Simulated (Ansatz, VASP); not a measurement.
## Au in VASP and in Ansatz

```
CELL_PARAMETERS angstrom
1.41131 -2.55593 0.00000
1.41131 2.55593 0.00000
0.00000 0.00000 4.89317
ATOMIC_POSITIONS crystal
Au 0.66533 0.33467 0.25000
Au 0.33467 0.66533 0.75000
```

Alike in both runs: task single point; functional PBE; k mesh 22 × 22 × 12; occupations gaussian, width 0.1 eV; no spin polarisation.

```csv
,VASP,Ansatz
version,VASP 6.6.1,Ansatz 0.2.0
potentials or method,"VASP PAW PBE potentials, release 64 (Au), cutoff 520 eV","scalar-relativistic, plane waves, PAW"
valence electrons in the cell,22,38
```

VASP gave:

- gap on the k mesh at the Fermi level (eV): none
- pressure (GPa): 3.0
- traceless stress, the component that is largest in VASP (GPa): 1.74
- rms of the force components (eV/Å): 0.010

**Question.** What did Ansatz give for the same quantities?

**Answer.** gap on the k mesh at the Fermi level (eV): none; pressure (GPa): 3.2; traceless stress, the component that is largest in VASP (GPa): 1.76; rms of the force components (eV/Å): 0.010.

Atom by atom the forces differ by 0.000 eV/Å (rms over components). A gap of «none» marks a metal or a gap that the smearing closes. VASP's potentials hold 22 valence electrons a cell and Ansatz's 38, so a difference there can come from the potentials and not from the codes.

Neither program's run includes spin-orbit coupling.
